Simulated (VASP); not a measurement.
MgO: single point with PBEsol

Crystal: MgO.

```
Mg O
1.0
     2.63345    0.00000    0.00000
     0.00000    2.63345    0.00000
     0.00000    0.00000    2.63345
Mg O
1 1
Direct
  0.00000 0.00000 0.00000
  0.50000 0.50000 0.50000
```

```
Program             : VASP 6.6.1
Task                : single point
Functional          : PBEsol
Potentials or basis : VASP PAW PBE potentials, release 64 (Mg, O)
Cutoff              : 520 eV
k mesh              : 8 × 8 × 8
Occupations         : fermi-dirac, width 0.02 eV
Spin                : no spin polarisation
```

```
Pressure               : -0.6 GPa
Band gap on the k mesh : 2.47 eV, indirect (least direct gap 3.48 eV)
```

Levels at points of the mesh, in eV from the valence-band top:
```csv
k point,band 2,band 3,band 4,band 5,band 6,band 7
"(0.00, 0.00, 0.00)",-1.02,-1.02,-1.02,2.47,10.28,10.28
"(0.50, 0.00, 0.00)",-6.57,-0.56,-0.56,6.91,9.38,14.38
"(0.50, 0.50, 0.00)",-4.76,-4.76,0.00,4.84,12.08,12.08
"(0.50, 0.50, 0.50)",-3.66,-3.66,-3.66,7.35,7.35,7.35
```

Run time: 9.3 s on 1 thread of Intel Xeon 8259CL, with other jobs on the host, peak memory 0.12 GiB.

Caveat: the PAW data sets were made with another functional, which shifts forces and pressure a little. A k mesh can miss the band edges.
